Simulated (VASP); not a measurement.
Input of a VASP 6.6.1 run:

File POSCAR:

```
BiTe
1.0
    0.0000000000      3.2350000000      3.2350000000
    3.2350000000      0.0000000000      3.2350000000
    3.2350000000      3.2350000000      0.0000000000
Bi Te
1 1
Direct
    0.0000000000      0.0000000000      0.0000000000
    0.5000000000      0.5000000000      0.5000000000
```

The input INCAR.step1:

```
PREC = Accurate
ENCUT = 520
ISMEAR = -1
SIGMA = 0.01
LREAL = False
LASPH = True
NELM = 100
NBANDS = 18
GGA = PE
ALGO = Normal
EDIFF = 1E-4
LWAVE = True
LCHARG = False
```

File INCAR.step2:

```
PREC = Accurate
ENCUT = 520
EDIFF = 1E-6
ISMEAR = -1
SIGMA = 0.01
LREAL = False
LASPH = True
NELM = 100
ALGO = Normal
ISIF = 2
LWAVE = False
LCHARG = False
METAGGA = R2SCAN
LMIXTAU = True
LUSE_VDW = True
IVDW_NL = 2
BPARAM = 11.95
CPARAM = 0.0093
NBANDS = 18
ISTART = 1
```

File KPOINTS:

```
Automatic mesh
0
Gamma
  7 7 7
```

Potentials or basis: VASP PAW PBE potentials, release 64 (Bi_d, Te).

The run is started by

```bash
$ cat potpaw_PBE.64/Bi_d/POTCAR potpaw_PBE.64/Te/POTCAR > POTCAR
$ cp INCAR.step1 INCAR
$ mpirun -np 1 vasp_std > vasp.out
$ cp INCAR.step2 INCAR
$ mpirun -np 1 vasp_std > vasp.out
```

(1) Estimate the pressure.

## Answers

(1) -0.7 GPa.

Caveat: the PAW data sets were made with another functional, which shifts forces and pressure a little.
